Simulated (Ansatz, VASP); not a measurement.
## Tc: VASP beside Ansatz

POSCAR

```
Tc
1.0
    0.0000000000      1.9500000000      1.9500000000
    1.9500000000      0.0000000000      1.9500000000
    1.9500000000      1.9500000000      0.0000000000
Tc
1
Direct
    0.0000000000      0.0000000000      0.0000000000
```

INCAR.step1

```
SYSTEM = Tc
PREC = Accurate ; ENCUT = 600
ISMEAR = 1 ; SIGMA = 0.1
LREAL = .False. ; LASPH = .True.
NELM = 60 ; GGA = PE
ALGO = Normal ; EDIFF = 1E-4
LWAVE = .True. ; LCHARG = .False.
```

Contents of INCAR.step2:

```
SYSTEM = Tc
PREC = Accurate ; ENCUT = 600
EDIFF = 1E-6 ; ISMEAR = 1
SIGMA = 0.1 ; LREAL = .False.
LASPH = .True. ; NELM = 60
ALGO = Normal ; ISIF = 3
LWAVE = .False. ; LCHARG = .False.
METAGGA = R2SCAN ; LMIXTAU = .True.
IBRION = 2 ; NSW = 60
EDIFFG = -0.001 ; ISTART = 1
```

File KPOINTS:

```
regular mesh
0
Gamma
  10 10 10
  0 0 0
```

Input for Ansatz:

```yaml
crystal:
  lattice:
    - [0.0, 1.95, 1.95]
    - [1.95, 0.0, 1.95]
    - [1.95, 1.95, 0.0]
  atoms:
    - { symbol: Tc, position: [0.0, 0.0, 0.0] }
basis:
  ecutwfc: 750.0
  ecutrho_ratio: 8
kpoints:
  mp_grid:
    grid: [10, 10, 10]
hamiltonian:
  xc: r2scan
  dispersion: none
scf:
  mixing:
    algorithm: anderson
    beta: 0.5
  occupations:
    method: cold
relax:
  f_tol: 0.001
  max_steps: 40
  cell: {}
```

Alike in both runs: task relaxation of cell and atoms; functional r2SCAN; k mesh 10 × 10 × 10; no spin polarisation.

|  | VASP | Ansatz |
| --- | --- | --- |
| version | VASP 6.6.1 | Ansatz 0.2.0 |
| potentials or method | VASP PAW PBE potentials, release 64 (Tc_pv), cutoff 600 eV | plane waves, PAW |
| occupations | methfessel-paxton of order 1, width 0.1 eV | cold |
| valence electrons in the cell | 13 | 15 |

|  | VASP | Ansatz | Ansatz less VASP |
| --- | --- | --- | --- |
| relaxed volume (Å³/atom) | 14.36 | 14.33 | -0.031 |
| relaxed cell length with the largest relative difference (Å) | 2.728 | 2.727 | -0.0019 |

VASP's potentials were made for PBE, not for r2SCAN. VASP's potentials hold 13 valence electrons a cell and Ansatz's 15, so a difference there can come from the potentials and not from the codes.
